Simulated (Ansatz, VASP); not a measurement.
# SiC: VASP beside Ansatz

File INCAR:

```
PREC = Accurate
ENCUT = 520
EDIFF = 1E-6
ISMEAR = 0
SIGMA = 0.05
LREAL = False
LASPH = True
NELM = 80
ALGO = Normal
ISIF = 2
LWAVE = False
LCHARG = False
GGA = PE
NBANDS = 26
```

KPOINTS

```
regular mesh
0
Gamma
  6 6 6
```

POSCAR

```
SiC
1.0
    4.3480000000      0.0000000000      0.0000000000
    0.0000000000     -4.3480000000      0.0000000000
    0.0000000000      0.0000000000     -4.3480000000
Si C
4 4
Direct
    0.0000000000      0.4655013799      0.5000000000
    0.5000000000      0.0000000000      0.5000000000
    0.5000000000      0.5000000000      0.0000000000
    0.0000000000      0.0000000000      0.0000000000
    0.7500000000      0.7500000000      0.7500000000
    0.2500000000      0.2500000000      0.7500000000
    0.2500000000      0.7500000000      0.2500000000
    0.7500000000      0.2500000000      0.2500000000
```

Input for Ansatz:

```yaml
crystal:
  lattice:
    - [4.348, 0.0, 0.0]
    - [0.0, -4.348, 0.0]
    - [0.0, 0.0, -4.348]
  atoms:
    - { symbol: Si, position: [0.0, 0.4655013799, 0.5] }
    - { symbol: Si, position: [0.5, 0.0, 0.5] }
    - { symbol: Si, position: [0.5, 0.5, 0.0] }
    - { symbol: Si, position: [0.0, 0.0, 0.0] }
    - { symbol: C, position: [0.75, 0.75, 0.75] }
    - { symbol: C, position: [0.25, 0.25, 0.75] }
    - { symbol: C, position: [0.25, 0.75, 0.25] }
    - { symbol: C, position: [0.75, 0.25, 0.25] }
basis:
  ecutwfc: 420
kpoints:
  mp_grid: { grid: [6, 6, 6] }
hamiltonian:
  xc: pbe
scf:
  occupations: { method: gaussian, width: 0.05 }
output:
  forces: true
  stress: true
  eigenvalues: true
```

Alike in both runs: task single point; functional PBE; k mesh 6 × 6 × 6; occupations gaussian, width 0.05 eV; no spin polarisation.

```csv
,VASP,Ansatz
version,VASP 6.6.1,Ansatz 0.2.0
potentials or method,"VASP PAW PBE potentials, release 64 (Si, C), cutoff 520 eV","scalar-relativistic, plane waves, PAW"
valence electrons in the cell,32,32
```

|  | VASP | Ansatz | Ansatz less VASP |
| --- | --- | --- | --- |
| gap on the k mesh at the Fermi level (eV) | 0.75 | 0.76 | +0.003 |
| least direct gap on the mesh (eV) | 0.75 | 0.76 | +0.003 |
| pressure (GPa) | 5.6 | 5.6 | +0.06 |
| traceless stress, the component that is largest in VASP (GPa) | -2.65 | -2.66 | -0.007 |
| rms of the force components (eV/Å) | 0.916 | 0.917 | +0.0010 |

Atom by atom the forces differ by 0.002 eV/Å (rms over components). The functional is the same, so the differences come from potentials, cutoffs and numerics.
